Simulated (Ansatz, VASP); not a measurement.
WCl4F2 in VASP and in Ansatz

```
W Cl F
1.0
     5.74568    0.00000    0.00000
     2.87284    4.97591    0.00000
     2.87284    1.65864    5.20237
W Cl F
1 4 2
Cartesian
  0.0000 0.0000 0.0000
  6.7023 4.9776 3.9538
  6.7052 1.6586 3.9538
  4.7862 4.9759 1.2486
  4.7890 1.6570 1.2486
  3.6571 3.0171 4.1723
  7.8342 3.6175 1.0301
```

Alike in both runs: task relaxation of cell and atoms; functional PBE; k mesh 3 × 3 × 3; occupations gaussian, width 0.15 eV; no spin polarisation.

```csv
,VASP,Ansatz
version,VASP 6.6.1,Ansatz 0.2.0
potentials or method,"VASP PAW PBE potentials, release 64 (W_sv, Cl, F), cutoff 600 eV","scalar-relativistic, plane waves, PAW"
valence electrons in the cell,56,56
```

```tsv
	VASP	Ansatz	Ansatz less VASP
gap on the k mesh at the Fermi level, each at its own relaxed structure (eV)	1.81	1.81	+0.005
relaxed volume (Å³/atom)	28.57	29.20	+0.631
relaxed cell length with the largest relative difference (Å)	6.402	6.477	+0.0752
```

The k mesh is coarse, so the values compare programs but aren't converged. Neither program's run includes spin-orbit coupling. Noted on VASP's run: the volume moved by over 15 % at a fixed basis, so the end points are rough.
